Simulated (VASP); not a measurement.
# Be2C (Fm-3m) in VASP: a series of runs

Be2C is run at these levels: r2SCAN, PBEsol, LDA, HSE06; tasks: single point, relaxation of cell and atoms.

Program: VASP 6.6.1. These are calculated values, not measurements. Logs are shortened: lines on timing, memory, paths and dates and some standing lists are left out, and cuts for length are marked.

## (1) The cell of the first run

The structure is cubic, space group Fm-3m (No. 225). The conventional cell has a = 4.321 Å, b = 4.321 Å, c = 4.321 Å, α = 90.00°, β = 90.00°, γ = 90.00°. Within 2.5 Å of Be (site symmetry -43m) lie 4 C at 1.87 Å and 6 Be at 2.16 Å. Within 2.5 Å of C (site symmetry m-3m) lie 8 Be at 1.87 Å.

## (2) Single point, r2SCAN

The input, POSCAR:

```
Be2C
1.0
    0.0000000000      2.1604856485      2.1604856485
    2.1604856485      0.0000000000      2.1604856485
    2.1604856485      2.1604856485      0.0000000000
Be C
2 1
Direct
    0.7500000000      0.7500000000      0.7500000000
    0.2500000000      0.2500000000      0.2500000000
    0.0000000000      0.0000000000      0.0000000000
```

The input, INCAR.step1:

```
SYSTEM = Be2C
  ALGO = Normal
  EDIFF = 1E-5
  ENCUT = 660
  GGA = PE
  GGA_COMPAT = .False.
  ISMEAR = -1
  LASPH = .True.
  LCHARG = .False.
  LREAL = .False.
  LWAVE = .True.
  NBANDS = 11
  NELM = 120
  PREC = Accurate
  SIGMA = 0.02
```

The input, INCAR.step2:

```
SYSTEM = Be2C
  ALGO = Normal
  EDIFF = 1E-6
  ENCUT = 660
  GGA_COMPAT = .False.
  ISIF = 2
  ISMEAR = -1
  ISTART = 1
  LASPH = .True.
  LCHARG = .False.
  LMIXTAU = .True.
  LREAL = .False.
  LWAVE = .False.
  METAGGA = R2SCAN
  NBANDS = 11
  NELM = 120
  PREC = Accurate
  SIGMA = 0.02
```

The input, KPOINTS:

```
k-points
0
Gamma
  10 10 10
  0 0 0
```

Potentials or basis: VASP PAW PBE potentials, release 64 (Be, C).

Launch:

```sh
$ cat potpaw_PBE.64/Be/POTCAR potpaw_PBE.64/C/POTCAR > POTCAR
$ cp INCAR.step1 INCAR
$ mpirun -np 1 vasp_std > vasp.out
$ cp INCAR.step2 INCAR
$ mpirun -np 1 vasp_std > vasp.out
```

OUTCAR:

```text
SYSTEM = Be2C
   EDIFF = 1E-6
   ENCUT = 660
   ISIF = 2
   ISMEAR = -1
   ISTART = 1
   LASPH = .True.
   LREAL = .False.
   METAGGA = R2SCAN
   NELM = 120
   PREC = Accurate

 ion  position               nearest neighbor table
   1  0.750  0.750  0.750-   3 1.87   3 1.87   3 1.87   3 1.87   2 2.16   2 2.16   2 2.16   2 2.16
                             2 2.16   2 2.16
   2  0.250  0.250  0.250-   3 1.87   3 1.87   3 1.87   3 1.87   1 2.16   1 2.16   1 2.16   1 2.16
                             1 2.16   1 2.16
   3  0.000  0.000  0.000-   1 1.87   1 1.87   1 1.87   1 1.87   2 1.87   2 1.87   2 1.87   2 1.87

  LATTYP: Found a face centered cubic cell.
 ALAT       =     4.3209712970

  Lattice vectors:

 A1 = (   0.0000000000,   2.1604856485,   2.1604856485)
 A2 = (   2.1604856485,   0.0000000000,   2.1604856485)
 A3 = (   2.1604856485,   2.1604856485,   0.0000000000)

Analysis of symmetry for initial positions (statically):
=====================================================================
 Subroutine PRICEL returns:
 Original cell was already a primitive cell.

 Routine SETGRP: Setting up the symmetry group for a
 face centered cubic supercell.

 Subroutine GETGRP returns: Found 48 space group operations
 (whereof 48 operations were pure point group operations)
 out of a pool of 48 trial point group operations.

The static configuration has the point symmetry O_h .

Analysis of symmetry for dynamics (positions and initial velocities):
=====================================================================
 Subroutine PRICEL returns:
 Original cell was already a primitive cell.

 Routine SETGRP: Setting up the symmetry group for a
 face centered cubic supercell.

 Subroutine GETGRP returns: Found 48 space group operations
 (whereof 48 operations were pure point group operations)
 out of a pool of 48 trial point group operations.

The dynamic configuration has the point symmetry O_h .

 Subroutine INISYM returns: Found 48 space group operations
 (whereof 48 operations are pure point group operations),
 and found     1 'primitive' translations

----------------------------------------------------------------------------------------

                                     Primitive cell

  volume of cell :      20.1690

  direct lattice vectors                    reciprocal lattice vectors
     0.000000000  2.160485648  2.160485648    -0.231429448  0.231429448  0.231429448
     2.160485648  0.000000000  2.160485648     0.231429448 -0.231429448  0.231429448
     2.160485648  2.160485648  0.000000000     0.231429448  0.231429448 -0.231429448

  length of vectors
     3.055388105  3.055388105  3.055388105     0.400847561  0.400847561  0.400847561

  position of ions in fractional coordinates (direct lattice)
[... 89 lines left out ...]
   POTIM  = 0.5000    time-step for ionic-motion
   TEBEG  =    0.0;   TEEND  =   0.0 temperature during run
   PSTRESS=    0.0 pullay stress
   NELECT =       8.0000    total number of electrons
   NUPDOWN=      -1.0000    fix difference up-down
   EMIN   =  10.00;   EMAX   =-10.00  energy-range for DOS
   EFERMI =   0.00;   METHOD = LEGACY
   ISMEAR =    -1;   SIGMA  =   0.02  broadening in eV -4-tet -1-fermi 0-gaus
   EFERMI_NEDOS =   21; number of points for ismear=-14 and -15
   IALGO  =     38    algorithm
   IMIX   =      4    mixing-type and parameters
     AMIX     =   0.40;   BMIX     =  1.00
     AMIX_MAG =   1.60;   BMIX_MAG =  1.00
  volume/ion in A,a.u.               =       6.72        45.37
  Fermi-wavevector in a.u.,A,eV,Ry     =   1.202846  2.273050 19.685440  1.446839
  Thomas-Fermi vector in A             =   2.338616
   LORBIT       =      0    0 simple, 1 ext, 2 COOP (PROOUT), +10 PAW based schemes
   METAGGA = R2SCAN    functional components
   LHFCALC =     F    Hartree Fock is set to
   AEXX    =    0.0000 exact exchange contribution
   IVDW    =     0    specifies the selected vdW correction
   LEPSILON=     F    determine dielectric tensor
   LRPA    =     F    only Hartree local field effects (RPA)
 non-spin polarized calculation
  energy-cutoff  :      660.00
  volume of cell :       20.17
 maximum number of plane-waves:       794
 NGX is ok and might be reduce to    28
   NGX = 13   NGY = 13   NGZ = 13

 number of electron       8.0000000 magnetization

 Free energy of the ion-electron system (eV)
  ---------------------------------------------------
  ext. energy  EPLUGINS =         0.00000000
  ---------------------------------------------------
  free energy    TOTEN  =       -19.47585860 eV

  energy without entropy =      -19.47585860  energy(sigma->0) =      -19.47585860

 E-fermi :   8.1599     XC(G=0): -12.0468

 val. band max:        7.7695714562   @ k =   0.0000   0.0000   0.0000
 cond. band min:       9.2960662911   @ k =   0.5000   0.5000   0.0000
 fundamental gap:      1.5264948349
 Fermi energy:         8.1598991054

 k-point     1 :       0.0000    0.0000    0.0000
  band No.  band energies     occupation
      1      -8.2093      2.00000
      2       7.7696      2.00000
      3       7.7696      2.00000
      4       7.7696      2.00000
      5      12.3981      0.00000
      6      12.3981      0.00000
      7      12.3981      0.00000
      8      15.2335      0.00000
      9      22.1968      0.00000
     10      22.1968      0.00000
     11      22.1968      0.00000
[... 309 lines left out ...]
 k-point    24 :       0.4000    0.3000    0.0000
  band No.  band energies     occupation
      1      -5.6032      2.00000
      2       1.9924      2.00000
      3       3.4085      2.00000
      4       3.5823      2.00000
      5      10.9416      0.00000
      6      14.0504      0.00000
      7      18.9774      0.00000
      8      19.1401      0.00000
      9      22.8612      0.00000
     10      26.1236      0.00000
     11      27.0022      0.00000

 [... further k-points ...]
[... 5 lines left out ...]
  --------------------------------------------------------------------------------------
  -------------------------------------------------------------------------------------
  Total        0.0986855      0.0986855      0.0986855     -0.0000000      0.0000000      0.0000000
  in kB        7.8393487      7.8393487      7.8393487     -0.0000000      0.0000000      0.0000000
  external PRESSURE =       7.8393487 kB  Pullay stress =       0.0000000 kB

 VOLUME and BASIS-vectors are now :
 -----------------------------------------------------------------------------
  energy-cutoff  :      660.00
  volume of cell :       20.17
      direct lattice vectors                 reciprocal lattice vectors
     0.000000000  2.160485648  2.160485648    -0.231429448  0.231429448  0.231429448
     2.160485648  0.000000000  2.160485648     0.231429448 -0.231429448  0.231429448
     2.160485648  2.160485648  0.000000000     0.231429448  0.231429448 -0.231429448

 POSITION                                       TOTAL-FORCE (eV/Angst)
 -----------------------------------------------------------------------------------
      3.24073      3.24073      3.24073        -0.000000     -0.000000      0.000000
      1.08024      1.08024      1.08024         0.000000      0.000000     -0.000000
      0.00000      0.00000      0.00000         0.000000     -0.000000      0.000000
 -----------------------------------------------------------------------------------
    total drift:                               -0.000000     -0.000000      0.000000

  FREE ENERGIE OF THE ION-ELECTRON SYSTEM (eV)
  ---------------------------------------------------
  free  energy   TOTEN  =       -19.4758585954 eV

  energy  without entropy=      -19.4758585954  energy(sigma->0) =      -19.47585860
```

OUTCAR.step1:

```text
SYSTEM = Be2C
   EDIFF = 1E-5
   ENCUT = 660
   GGA = PE
   ISMEAR = -1
   LASPH = .True.
   LREAL = .False.
   NELM = 120
[... 560 lines left out ...]
      3.24073      3.24073      3.24073        -0.000000     -0.000000     -0.000000
      1.08024      1.08024      1.08024         0.000000      0.000000      0.000000
      0.00000      0.00000      0.00000         0.000000      0.000000     -0.000000
 -----------------------------------------------------------------------------------
    total drift:                               -0.000000     -0.000000      0.000000

  FREE ENERGIE OF THE ION-ELECTRON SYSTEM (eV)
  ---------------------------------------------------
  free  energy   TOTEN  =       -17.4580820314 eV

  energy  without entropy=      -17.4580820314  energy(sigma->0) =      -17.45808203
```

OSZICAR.step1:

```text
N       E                     dE             d eps       ncg     rms          rms(c)
DAV:   1     0.955579521956E+01    0.95558E+01   -0.45397E+03  1034   0.799E+02
DAV:   2    -0.175445633003E+02   -0.27100E+02   -0.25362E+02  1372   0.148E+02
DAV:   3    -0.185632860463E+02   -0.10187E+01   -0.10140E+01  1378   0.219E+01
DAV:   4    -0.185691651047E+02   -0.58791E-02   -0.58774E-02  1210   0.196E+00
DAV:   5    -0.185691967054E+02   -0.31601E-04   -0.31600E-04  1315   0.134E-01    0.535E+00
DAV:   6    -0.175207978951E+02    0.10484E+01   -0.30860E+00  1079   0.836E+00    0.211E+00
DAV:   7    -0.174673459765E+02    0.53452E-01   -0.19012E-01  1264   0.308E+00    0.127E+00
DAV:   8    -0.174582705027E+02    0.90755E-02   -0.11338E-02  1115   0.126E+00    0.210E-01
DAV:   9    -0.174580827004E+02    0.18780E-03   -0.27070E-04  1298   0.109E-01    0.122E-01
DAV:  10    -0.174580826614E+02    0.38960E-07   -0.15858E-04  1206   0.873E-02    0.116E-02
DAV:  11    -0.174580820314E+02    0.63003E-06   -0.20063E-05  1007   0.238E-02
   1 F= -.17458082E+02 E0= -.17458082E+02  d E =-.519420E-11
```

It took 2.2 min on 1 thread of Intel Xeon 8259CL, shared host; peak memory 0.16 GiB.

What came out:

| Property | Result |
| --- | --- |
| Free energy | -19.4759 eV |
| Pressure | 0.8 GPa |
| Band gap on the k mesh | 1.53 eV (least direct gap 4.63 eV) |

Caveat: the PAW data sets were made with another functional, which shifts forces and pressure a little. A k mesh can miss the band edges.

## (3) Relaxation of cell and atoms, PBEsol

This run uses another cell than the first one, of 6.76 Å³/atom.

The input, INCAR:

```
SYSTEM = Be2C
PREC = Accurate
ENCUT = 600
EDIFF = 1E-7
ISMEAR = -1
SIGMA = 0.02
LREAL = .FALSE.
LASPH = .TRUE.
NELM = 120
ALGO = Normal
ISIF = 3
LWAVE = .FALSE.
LCHARG = .FALSE.
GGA = PS
IBRION = 2
NSW = 80
EDIFFG = -0.005
GGA_COMPAT = .FALSE.
NELMIN = 4
```

The input, KPOINTS:

```
Automatic mesh
0
G
  10 10 10
  0 0 0
```

The input, POSCAR:

```
Be2C
1.0
    0.0000000000      2.1641921607      2.1641921607
    2.1641921607      0.0000000000      2.1641921607
    2.1641921607      2.1641921607      0.0000000000
Be C
2 1
Direct
    0.7500000000      0.7500000000      0.7500000000
    0.2500000000      0.2500000000      0.2500000000
    0.0000000000      0.0000000000      0.0000000000
```

Potentials or basis: VASP PAW PBE potentials, release 64 (Be, C).

Launch:

```sh
$ cat potpaw_PBE.64/Be/POTCAR potpaw_PBE.64/C/POTCAR > POTCAR
$ mpirun -np 1 vasp_std > vasp.out
```

Wall time 28 s (1 thread of Intel Xeon 8259CL, shared host); peak memory 0.14 GiB.

Results (log left out):

| Property | Result |
| --- | --- |
| Free energy | -18.4132 eV |
| Relaxed volume | 6.69 Å³/atom |
| Relaxed cell | a = 3.051 Å, b = 3.051 Å, c = 3.051 Å, α = 60.00°, β = 60.00°, γ = 60.00° |
| Space group after relaxing (to 0.1 Å) | Fm-3m (No. 225) |
| Energy gained by relaxing | 0.4 meV/atom |
| Ionic steps | 3 |
| Pressure after relaxing | 0.0 GPa |
| Band gap on the k mesh | 1.06 eV (least direct gap 4.10 eV) |

Step by step:
```csv
step,energy change (eV),largest force (eV/Å),pressure (GPa),volume (Å³)
1,0.0000,0.0000,-1.92,20.27
2,-0.0011,0.0000,0.46,20.04
3,-0.0012,0.0000,0.01,20.08
```

Final structure:
```
CELL_PARAMETERS angstrom
0.00000 2.15730 2.15730
2.15730 0.00000 2.15730
2.15730 2.15730 0.00000
ATOMIC_POSITIONS crystal
Be 0.75000 0.75000 0.75000
Be 0.25000 0.25000 0.25000
C 0.00000 0.00000 0.00000
```

Levels at points of the mesh, in eV from the valence-band top:
| k point | band 2 | band 3 | band 4 | band 5 | band 6 | band 7 |
| --- | --- | --- | --- | --- | --- | --- |
| (0.00, 0.00, 0.00) | 0.00 | 0.00 | 0.00 | 4.10 | 4.10 | 4.10 |
| (0.50, 0.00, 0.00) | -8.83 | -1.85 | -1.85 | 4.97 | 4.97 | 7.12 |
| (0.50, 0.50, 0.00) | -6.82 | -4.80 | -4.80 | 1.06 | 5.79 | 13.31 |

Caveat: the PAW data sets were made with another functional, which shifts forces and pressure a little.

[end of part 1 of 3]
